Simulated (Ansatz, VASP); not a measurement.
Sn: VASP beside Ansatz

Contents of POSCAR:

```
Sn
1.0
   -1.8559746029      1.8559746029      1.8559746029
    1.8559746029     -1.8559746029      1.8559746029
    1.8559746029      1.8559746029     -1.8559746029
Sn
1
Direct
    0.0000000000      0.0000000000      0.0000000000
```

The input INCAR.step1:

```
SYSTEM = Sn
ALGO = Normal ; EDIFF = 1E-5
ENCUT = 520 ; GGA = PE
ISIF = 2 ; ISMEAR = -1
LASPH = .True. ; LREAL = .False.
LWAVE = .True. ; NBANDS = 13
NELM = 100 ; PREC = Accurate
SIGMA = 0.05
```

Contents of INCAR.step2:

```
SYSTEM = Sn
AEXX = 0.25 ; ALGO = Normal
EDIFF = 1E-6 ; ENCUT = 520
GGA = PE ; ISIF = 2
ISMEAR = -1 ; ISTART = 1
LASPH = .True. ; LCHARG = .True.
LELF = .True. ; LHFCALC = .True.
LREAL = .False. ; LVHAR = .True.
LWAVE = .False. ; NBANDS = 13
NELM = 100 ; PREC = Accurate
PRECFOCK = Normal ; SIGMA = 0.05
```

Contents of KPOINTS:

```
k-points
0
Gamma
  6 6 6
  0 0 0
```

The input input.yaml:

```yaml
crystal:
  lattice:
    - [-1.8559746029, 1.8559746029, 1.8559746029]
    - [1.8559746029, -1.8559746029, 1.8559746029]
    - [1.8559746029, 1.8559746029, -1.8559746029]
  atoms:
    - { symbol: Sn, position: [0.0, 0.0, 0.0] }
hamiltonian:
  xc: pbe0
  pseudopotentials: { kind: paw }
kpoints:
  mp_grid: { grid: [6, 6, 6] }
scf:
  occupations: { method: fermi_dirac, width: 0.05 }
output:
  forces: true
  stress: true
  eigenvalues: true
  write_density: true
  write_potential: true
  elf: true
  volumetric_format: npy
```

Alike in both runs: task single point; functional PBE0; k mesh 6 × 6 × 6; occupations fermi-dirac, width 0.05 eV; no spin polarisation.

|  | VASP | Ansatz |
| --- | --- | --- |
| version | VASP 6.6.1 | Ansatz 0.2.0 |
| potentials or method | VASP PAW PBE potentials, release 64 (Sn_d) | Ansatz PAW |
| plane-wave cutoff (eV) | 520 | 420 |
| valence electrons in the cell | 14 | 14 |

|  | VASP | Ansatz | Ansatz less VASP |
| --- | --- | --- | --- |
| gap on the k mesh at the Fermi level (eV) | none | none | - |
| pressure (GPa) | 2.7 | 2.9 | +0.16 |

A gap of «none» marks a metal or a gap that the smearing closes. With one functional, cell and mesh, what is left measures potentials, basis and numerics.

The k mesh is coarse, so the values compare programs but aren't converged.
